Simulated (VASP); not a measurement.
BaZrO3, 5 atoms in the cell. The structure is cubic, space group Pm-3m (No. 221). The conventional cell has a = 4.163 Å, b = 4.163 Å, c = 4.163 Å, α = 90.00°, β = 90.00°, γ = 90.00°. Within 3.9 Å of Ba (site symmetry m-3m) lie 12 O at 2.94 Å and 8 Zr at 3.61 Å. Within 2.8 Å of Zr (site symmetry m-3m) lie 6 O at 2.08 Å. O (site symmetry 4/mmm) has 2 Zr at 2.08 Å within 2.8 Å. 

- Program: VASP 6.6.1
- Task: single point
- Functional: PBE
- Potentials or basis: VASP PAW PBE potentials, release 64 (Ba_sv, Zr_sv, O_h)
- Cutoff: 910 eV
- k mesh: 6 × 6 × 6
- Occupations: fermi-dirac, width 0.05 eV
- Spin: no spin polarisation
- Dipole correction: no
- Second run: hard_potentials
- Further INCAR settings: ALGO = Normal; EDIFF = 1e-06; NBANDS = 28

Potentials or basis: VASP PAW PBE potentials, release 64 (Ba_sv, Zr_sv, O_h).

Run with:

```bash
$ cat potpaw_PBE.64/Ba_sv/POTCAR potpaw_PBE.64/Zr_sv/POTCAR potpaw_PBE.64/O_h/POTCAR > POTCAR
$ mpirun -np 1 vasp_std > vasp.out
```

Hardware: 1 thread of AMD EPYC 9R14 (Zen 4), with other jobs on the host.

Question: Estimate the wall time of this run.

Answer: Run time: 59 s on 1 thread of AMD EPYC 9R14 (Zen 4), on a shared host, peak memory 0.28 GiB. Counts: scf iterations 15, k points 20.
